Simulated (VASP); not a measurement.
Input of a VASP 6.6.1 run:

Contents of POSCAR:

```
BaF2
1.0
    0.0000000000      3.1583204300      3.1583204300
    3.1583204300      0.0000000000      3.1583204300
    3.1583204300      3.1583204300      0.0000000000
Ba F
1 2
Direct
    0.0000000000      0.0000000000      0.0000000000
    0.2500000000      0.2500000000      0.2500000000
    0.7500000000      0.7500000000      0.7500000000
```

Contents of INCAR.step1:

```
SYSTEM = BaF2
  ALGO = Normal
  EDIFF = 1E-5
  EDIFFG = -0.01
  ENCUT = 580
  GGA = PE
  GGA_COMPAT = .False.
  IBRION = 2
  ISMEAR = -1
  LASPH = .True.
  LCHARG = .False.
  LREAL = .False.
  LWAVE = .True.
  NELM = 120
  NELMIN = 4
  NSW = 100
  PREC = Accurate
  SIGMA = 0.02
```

Contents of INCAR.step2:

```
SYSTEM = BaF2
  ALGO = Normal
  EDIFF = 1E-7
  EDIFFG = -0.01
  ENCUT = 580
  GGA_COMPAT = .False.
  IBRION = 2
  ISIF = 2
  ISMEAR = -1
  ISTART = 1
  LASPH = .True.
  LCHARG = .False.
  LMIXTAU = .True.
  LREAL = .False.
  LWAVE = .False.
  METAGGA = R2SCAN
  NELM = 120
  NELMIN = 4
  NSW = 50
  PREC = Accurate
  SIGMA = 0.02
```

Contents of KPOINTS:

```
k-points
0
Gamma
  8 8 8
  0 0 0
```

Potentials or basis: VASP PAW PBE potentials, release 64 (Ba_sv, F).

Launch:

```bash
$ cat potpaw_PBE.64/Ba_sv/POTCAR potpaw_PBE.64/F/POTCAR > POTCAR
$ cp INCAR.step1 INCAR
$ mpirun -np 1 vasp_std > vasp.out
$ cp INCAR.step2 INCAR
$ mpirun -np 1 vasp_std > vasp.out
```

Question: Estimate the band gap on the k mesh.

Answer: 7.10 eV (least direct gap 7.15 eV).

Final structure:
```yaml
crystal:
  lattice:
    - [0.00000, 3.15832, 3.15832]
    - [3.15832, 0.00000, 3.15832]
    - [3.15832, 3.15832, 0.00000]
  atoms:
    - { symbol: Ba, position: [0.00000, 0.00000, 0.00000] }
    - { symbol: F, position: [0.25000, 0.25000, 0.25000] }
    - { symbol: F, position: [0.75000, 0.75000, 0.75000] }
```

Caveat: the relaxation stopped at its first step, so nothing moved; spin-orbit coupling is left out, which moves the levels of the heavy elements. A k mesh can miss the band edges.
